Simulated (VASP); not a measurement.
# KMgF3 (cubic perovskite) (Pm-3m) in VASP: notebook

The runs below take KMgF3 (cubic perovskite) through single point, with PBEsol.

Program: VASP 6.6.1. These are calculated values, not measurements. Logs are shortened: lines on timing, memory, paths and dates and some standing lists are left out, and cuts for length are marked.

## 1. The cell of the first run

The structure is cubic, space group Pm-3m (No. 221). Conventional cell: a = 3.924 Å, b = 3.924 Å, c = 3.924 Å, α = 90.00°, β = 90.00°, γ = 90.00°. Within 3.7 Å of K (site symmetry m-3m) lie 12 F at 2.77 Å and 8 Mg at 3.40 Å. Within 2.6 Å of Mg (site symmetry m-3m) lie 6 F at 1.96 Å. Within 2.6 Å of F (site symmetry 4/mmm) lie 2 Mg at 1.96 Å.

## 2. Single point, PBEsol (volume scaled by 0.94)

Input file INCAR:

```
PREC = Accurate
ENCUT = 520
EDIFF = 1E-6
ISMEAR = 0
SIGMA = 0.01
LREAL = F
LASPH = T
NELM = 80
ALGO = Normal
ISIF = 2
LWAVE = F
LCHARG = T
GGA = PS
LELF = T
LVHAR = T
NBANDS = 24
```

Input file KPOINTS:

```
regular mesh
0
Gamma
  6 6 6
```

Input file POSCAR:

```
KMgF3
1.0
    3.9242219515      0.0000000000      0.0000000000
    0.0000000000      3.9242219515      0.0000000000
    0.0000000000      0.0000000000      3.9242219515
K Mg F
1 1 3
Direct
    0.5000000000      0.5000000000      0.5000000000
    0.0000000000      0.0000000000      0.0000000000
    0.5000000000      0.0000000000      0.0000000000
    0.0000000000      0.5000000000      0.0000000000
    0.0000000000      0.0000000000      0.5000000000
```

Potentials or basis: VASP PAW PBE potentials, release 64 (K_sv, Mg, F).

On the command line:

```sh
$ cat potpaw_PBE.64/K_sv/POTCAR potpaw_PBE.64/Mg/POTCAR potpaw_PBE.64/F/POTCAR > POTCAR
$ mpirun -np 1 vasp_std > vasp.out
```

OUTCAR:

```text
PREC = Accurate
   ENCUT = 520
   EDIFF = 1E-6
   ISMEAR = 0
   LREAL = F
   LASPH = T
   NELM = 80
   ISIF = 2
   GGA = PS

 ion  position               nearest neighbor table
   1  0.500  0.500  0.500-   3 2.77   4 2.77   5 2.77   3 2.77   4 2.77   3 2.77   5 2.77   3 2.77
                             4 2.77   5 2.77   4 2.77   5 2.77   2 3.40   2 3.40   2 3.40   2 3.40
   2  0.000  0.000  0.000-   3 1.96   4 1.96   5 1.96   5 1.96   4 1.96   3 1.96   1 3.40   1 3.40
                             1 3.40   1 3.40   1 3.40   1 3.40   1 3.40   1 3.40
   3  0.500  0.000  0.000-   2 1.96   2 1.96   1 2.77   1 2.77   1 2.77   1 2.77
   4  0.000  0.500  0.000-   2 1.96   2 1.96   1 2.77   1 2.77   1 2.77   1 2.77
   5  0.000  0.000  0.500-   2 1.96   2 1.96   1 2.77   1 2.77   1 2.77   1 2.77

  LATTYP: Found a simple cubic cell.
 ALAT       =     3.9242219515

  Lattice vectors:

 A1 = (   3.9242219515,   0.0000000000,   0.0000000000)
 A2 = (   0.0000000000,   3.9242219515,   0.0000000000)
 A3 = (   0.0000000000,   0.0000000000,   3.9242219515)

Analysis of symmetry for initial positions (statically):
=====================================================================
 Subroutine PRICEL returns:
 Original cell was already a primitive cell.

 Routine SETGRP: Setting up the symmetry group for a
 simple cubic supercell.

 Subroutine GETGRP returns: Found 48 space group operations
 (whereof 48 operations were pure point group operations)
 out of a pool of 48 trial point group operations.

The static configuration has the point symmetry O_h .

Analysis of symmetry for dynamics (positions and initial velocities):
=====================================================================
 Subroutine PRICEL returns:
 Original cell was already a primitive cell.

 Routine SETGRP: Setting up the symmetry group for a
 simple cubic supercell.

 Subroutine GETGRP returns: Found 48 space group operations
 (whereof 48 operations were pure point group operations)
 out of a pool of 48 trial point group operations.

The dynamic configuration has the point symmetry O_h .

 Subroutine INISYM returns: Found 48 space group operations
 (whereof 48 operations are pure point group operations),
 and found     1 'primitive' translations

----------------------------------------------------------------------------------------

                                     Primitive cell

  volume of cell :      60.4311

  direct lattice vectors                    reciprocal lattice vectors
     3.924221951  0.000000000  0.000000000     0.254827584  0.000000000  0.000000000
     0.000000000  3.924221951  0.000000000     0.000000000  0.254827584  0.000000000
     0.000000000  0.000000000  3.924221951     0.000000000  0.000000000  0.254827584

  length of vectors
     3.924221951  3.924221951  3.924221951     0.254827584  0.254827584  0.254827584

  position of ions in fractional coordinates (direct lattice)
     0.500000000  0.500000000  0.500000000
     0.000000000  0.000000000  0.000000000
     0.500000000  0.000000000  0.000000000
     0.000000000  0.500000000  0.000000000
     0.000000000  0.000000000  0.500000000

  ion indices of the primitive-cell ions
   primitive index   ion index
                 1           1
                 2           2
                 3           3
                 4           4
                 5           5

----------------------------------------------------------------------------------------

 KPOINTS: regular mesh

Automatic generation of k-mesh.
 Grid dimensions read from file:
 generate k-points for:    6    6    6

 Generating k-lattice:

  Cartesian coordinates                     Fractional coordinates (reciprocal lattice)
     0.042471264  0.000000000  0.000000000     0.166666667  0.000000000  0.000000000
     0.000000000  0.042471264  0.000000000     0.000000000  0.166666667  0.000000000
     0.000000000  0.000000000  0.042471264     0.000000000  0.000000000  0.166666667

  Length of vectors
     0.042471264  0.042471264  0.042471264

  Shift w.r.t. Gamma in fractional coordinates (k-lattice)
     0.000000000  0.000000000  0.000000000

 Subroutine IBZKPT returns following result:
 ===========================================

 Found     20 irreducible k-points:

 Following reciprocal coordinates:
            Coordinates               Weight
  0.000000  0.000000  0.000000      1.000000
  0.166667  0.000000  0.000000      6.000000
  0.333333  0.000000  0.000000      6.000000
  0.500000  0.000000  0.000000      3.000000
  0.166667  0.166667  0.000000     12.000000
  0.333333  0.166667  0.000000     24.000000
[... 12 lines left out ...]
  0.500000  0.500000  0.333333      6.000000
  0.500000  0.500000  0.500000      1.000000
   k-points           NKPTS =     20   k-points in BZ     NKDIM =     20   number of bands    NBANDS=     24
   number of dos      NEDOS =    301   number of ions     NIONS =      5
   total plane-waves  NPLWV =  27000
   dimension x,y,z NGX =    30 NGY =   30 NGZ =   30
   dimension x,y,z NGXF=    60 NGYF=   60 NGZF=   60
   ions per type =               1   1   3
   NGX,Y,Z   is equivalent  to a cutoff of  12.71, 12.71, 12.71 a.u.
   NGXF,Y,Z  is equivalent  to a cutoff of  25.42, 25.42, 25.42 a.u.
 SYSTEM =  unknown system
   PREC   = accura    normal or accurate (medium, high low for compatibility)
   ISTART =      0    job   : 0-new  1-cont  2-samecut
   ICHARG =      2    charge: 1-file 2-atom 10-const
   ISPIN  =      1    spin polarized calculation?
   LNONCOLLINEAR =      F non collinear calculations
   LSORBIT =      F    spin-orbit coupling
   LASPH  =      T    aspherical Exc in radial PAW
   ENCUT  =  520.0 eV  38.22 Ry    6.18 a.u.   7.30  7.30  7.30*2*pi/ulx,y,z
   NELM   =     80;   NELMIN=  2; NELMDL= -5     # of ELM steps
   EDIFF  = 0.1E-05   stopping-criterion for ELM
   LREAL  =      F    real-space projection
   EDIFFG = 0.1E-04   stopping-criterion for IOM
   NSW    =      0    number of steps for IOM
   IBRION =     -1    ionic relax: 0-MD 1-quasi-New 2-CG
   NFREE  =      0    steps in history (QN), initial steepest desc. (CG)
   ISIF   =      2    stress and relaxation
   ISYM   =      2    0-nonsym 1-usesym 2-fastsym
   POTIM  = 0.5000    time-step for ionic-motion
   TEBEG  =    0.0;   TEEND  =   0.0 temperature during run
   PSTRESS=    0.0 pullay stress
   NELECT =      32.0000    total number of electrons
   NUPDOWN=      -1.0000    fix difference up-down
   EMIN   =  10.00;   EMAX   =-10.00  energy-range for DOS
   EFERMI =   0.00;   METHOD = LEGACY
   ISMEAR =     0;   SIGMA  =   0.01  broadening in eV -4-tet -1-fermi 0-gaus
   EFERMI_NEDOS =   21; number of points for ismear=-14 and -15
   IALGO  =     38    algorithm
   IMIX   =      4    mixing-type and parameters
     AMIX     =   0.40;   BMIX     =  1.00
     AMIX_MAG =   1.60;   BMIX_MAG =  1.00
  volume/ion in A,a.u.               =      12.09        81.56
  Fermi-wavevector in a.u.,A,eV,Ry     =   1.324457  2.502861 23.867161  1.754187
  Thomas-Fermi vector in A             =   2.453990
   LORBIT       =      0    0 simple, 1 ext, 2 COOP (PROOUT), +10 PAW based schemes
   GGA     = PS    functional components
   LHFCALC =     F    Hartree Fock is set to
   AEXX    =    0.0000 exact exchange contribution
   IVDW    =     0    specifies the selected vdW correction
   LEPSILON=     F    determine dielectric tensor
   LRPA    =     F    only Hartree local field effects (RPA)
 non-spin polarized calculation
 Gauss-broadening in eV      SIGMA  =   0.01
  energy-cutoff  :      520.00
  volume of cell :       60.43
 maximum number of plane-waves:      1647
 NGX is ok and might be reduce to    30
   NGX = 15   NGY = 15   NGZ = 15

 number of electron      31.9999978 magnetization

 Free energy of the ion-electron system (eV)
  ---------------------------------------------------
  ext. energy  EPLUGINS =         0.00000000
  ---------------------------------------------------
  free energy    TOTEN  =       -25.22461485 eV

  energy without entropy =      -25.22461485  energy(sigma->0) =      -25.22461485

 E-fermi :  -1.4001     XC(G=0): -10.1896

 val. band max:       -1.4648679557   @ k =   0.5000   0.5000   0.5000
 cond. band min:       6.0120512215   @ k =   0.0000   0.0000   0.0000
 fundamental gap:      7.4769191772
 Fermi energy:        -1.4001209297

 k-point     1 :       0.0000    0.0000    0.0000
  band No.  band energies     occupation
      1     -26.8536      2.00000
      2     -21.6042      2.00000
      3     -20.8697      2.00000
      4     -20.8697      2.00000
      5     -10.4266      2.00000
      6     -10.4266      2.00000
[... 16 lines left out ...]
     23      12.9541      0.00000
     24      15.8357      0.00000

 k-point     2 :       0.1667    0.0000    0.0000
  band No.  band energies     occupation
      1     -26.8437      2.00000
      2     -21.5723      2.00000
      3     -20.9121      2.00000
      4     -20.8674      2.00000
      5     -10.4178      2.00000
      6     -10.4085      2.00000
[... 16 lines left out ...]
     23      12.9484      0.00000
     24      15.7068      0.00000

 k-point     3 :       0.3333    0.0000    0.0000
  band No.  band energies     occupation
      1     -26.8239      2.00000
      2     -21.4962      2.00000
      3     -21.0107      2.00000
      4     -20.8618      2.00000
      5     -10.4005      2.00000
      6     -10.3719      2.00000
[... 16 lines left out ...]
     23      12.8402      0.00000
     24      15.2844      0.00000
[... 406 lines left out ...]
 k-point    19 :       0.5000    0.5000    0.3333
  band No.  band energies     occupation
      1     -26.7731      2.00000
      2     -21.0915      2.00000
      3     -21.0821      2.00000
      4     -21.0821      2.00000
      5     -10.6210      2.00000
      6     -10.6210      2.00000
[... 16 lines left out ...]
     23      13.5665      0.00000
     24      13.5665      0.00000

 k-point    20 :       0.5000    0.5000    0.5000
  band No.  band energies     occupation
      1     -26.7686      2.00000
      2     -21.0758      2.00000
      3     -21.0758      2.00000
      4     -21.0758      2.00000
      5     -10.6578      2.00000
      6     -10.6578      2.00000
[... 16 lines left out ...]
     23      13.9574      0.00000
     24      13.9574      0.00000

------------------------ aborting loop because EDIFF is reached ----------------------------------------

  FORCE on cell =-STRESS in cart. coord.  units (eV):
  Direction    XX          YY          ZZ          XY          YZ          ZX
  --------------------------------------------------------------------------------------
  -------------------------------------------------------------------------------------
  Total        1.4222242      1.4222242      1.4222242      0.0000000     -0.0000000      0.0000000
  in kB       37.7066515     37.7066515     37.7066515      0.0000000     -0.0000000      0.0000000
  external PRESSURE =      37.7066515 kB  Pullay stress =       0.0000000 kB

 VOLUME and BASIS-vectors are now :
 -----------------------------------------------------------------------------
  energy-cutoff  :      520.00
  volume of cell :       60.43
      direct lattice vectors                 reciprocal lattice vectors
     3.924221951  0.000000000  0.000000000     0.254827584  0.000000000  0.000000000
     0.000000000  3.924221951  0.000000000     0.000000000  0.254827584  0.000000000
     0.000000000  0.000000000  3.924221951     0.000000000  0.000000000  0.254827584

 POSITION                                       TOTAL-FORCE (eV/Angst)
 -----------------------------------------------------------------------------------
      1.96211      1.96211      1.96211         0.000000      0.000000      0.000000
      0.00000      0.00000      0.00000         0.000000      0.000000      0.000000
      1.96211      0.00000      0.00000         0.000000      0.000000      0.000000
      0.00000      1.96211      0.00000         0.000000      0.000000      0.000000
      0.00000      0.00000      1.96211         0.000000      0.000000      0.000000
 -----------------------------------------------------------------------------------
    total drift:                                0.000000     -0.000000      0.000000

  FREE ENERGIE OF THE ION-ELECTRON SYSTEM (eV)
  ---------------------------------------------------
  free  energy   TOTEN  =       -25.2246148459 eV

  energy  without entropy=      -25.2246148459  energy(sigma->0) =      -25.22461485
```

Run time: 15 s. Hardware: 1 thread of Intel Xeon 6975P-C (Granite Rapids), shared host; peak memory 0.18 GiB.

What came out:

```
Free energy            : -25.2246 eV
Pressure               : 3.8 GPa
Band gap on the k mesh : 7.48 eV, indirect (least direct gap 7.80 eV)
```

Caveat: the PAW data sets were made with another functional, which shifts forces and pressure a little. A k mesh can miss the band edges.

## 3. Single point, PBEsol (volume scaled by 0.98)

Input file INCAR:

```
SYSTEM = KMgF3
ALGO = Normal ; EDIFF = 1E-6
ENCUT = 520 ; GGA = PS
ISIF = 2 ; ISMEAR = 0
LASPH = .True. ; LCHARG = .False.
LREAL = .False. ; LWAVE = .False.
NBANDS = 24 ; NELM = 80
PREC = Accurate ; SIGMA = 0.01
```

Input file KPOINTS:

```
k-points
0
Gamma
  6 6 6
  0 0 0
```

Changes to POSCAR since step 2:

```diff
@@ -2,5 +2,5 @@
 1.0
-    3.9242219515      0.0000000000      0.0000000000
-    0.0000000000      3.9242219515      0.0000000000
-    0.0000000000      0.0000000000      3.9242219515
+    3.9791132838      0.0000000000      0.0000000000
+    0.0000000000      3.9791132838      0.0000000000
+    0.0000000000      0.0000000000      3.9791132838
 K Mg F
```

Potentials or basis: VASP PAW PBE potentials, release 64 (K_sv, Mg, F).

On the command line:

```sh
$ cat potpaw_PBE.64/K_sv/POTCAR potpaw_PBE.64/Mg/POTCAR potpaw_PBE.64/F/POTCAR > POTCAR
$ mpirun -np 1 vasp_std > vasp.out
```

Wall time 15 s (1 thread of Intel Xeon 6975P-C (Granite Rapids), shared host); peak memory 0.17 GiB.

Results (log left out):

```
Free energy            : -25.2620 eV
Pressure               : 0.3 GPa
Band gap on the k mesh : 7.16 eV, indirect (least direct gap 7.48 eV)
```

Levels at points of the mesh, in eV from the valence-band top:
| k point | band 12 | band 13 | band 14 | band 15 | band 16 | band 17 | band 18 | band 19 | band 20 | band 21 |
| --- | --- | --- | --- | --- | --- | --- | --- | --- | --- | --- |
| (0.00, 0.00, 0.00) | -0.64 | -0.64 | -0.32 | -0.32 | -0.32 | 7.16 | 9.95 | 9.95 | 12.15 | 12.15 |
| (0.50, 0.00, 0.00) | -0.89 | -0.88 | -0.88 | -0.54 | -0.54 | 9.99 | 10.34 | 11.02 | 12.76 | 12.76 |
| (0.50, 0.50, 0.00) | -1.07 | -1.07 | -0.91 | -0.91 | -0.02 | 10.84 | 11.61 | 12.49 | 12.49 | 12.78 |
| (0.50, 0.50, 0.50) | -1.13 | -1.13 | 0.00 | 0.00 | 0.00 | 10.33 | 10.33 | 10.33 | 13.84 | 14.11 |

Caveat: the PAW data sets were made with another functional, which shifts forces and pressure a little.
